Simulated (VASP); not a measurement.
**Y: single point with RPBE**

Y:

```
Y
1.0
    -2.02217    2.02217    2.02217
     2.02217   -2.02217    2.02217
     2.02217    2.02217   -2.02217
Y
1
Direct
  0.00000 0.00000 0.00000
```

This cell differs from its parent crystal: volume scaled by 0.96.

```
Program             : VASP 6.6.1
Task                : single point
Functional          : RPBE
Potentials or basis : VASP PAW PBE potentials, release 64 (Y_sv)
Cutoff              : 520 eV
k mesh              : 12 × 12 × 12
Occupations         : fermi-dirac, width 0.1 eV
Spin                : no spin polarisation
```

The pressure is 1.5 GPa.

Levels at points of the mesh, in eV from the Fermi level:
```tsv
k point	band 3	band 4	band 5	band 6	band 7	band 8
(0.00, 0.00, 0.00)	-22.62	-22.62	-4.79	1.69	1.69	1.69
(0.50, 0.00, 0.00)	-22.79	-22.62	-1.97	0.21	0.69	3.51
(0.50, 0.50, 0.50)	-22.99	-22.99	-1.44	-1.44	5.24	5.24
```

It took 26 s on 1 thread of Intel(R) Xeon(R) Platinum 8375C CPU @ 2.90GHz (Ice Lake), on a shared host, peak memory 0.19 GiB.

Caveat: the PAW data sets were made with another functional, which shifts forces and pressure a little.
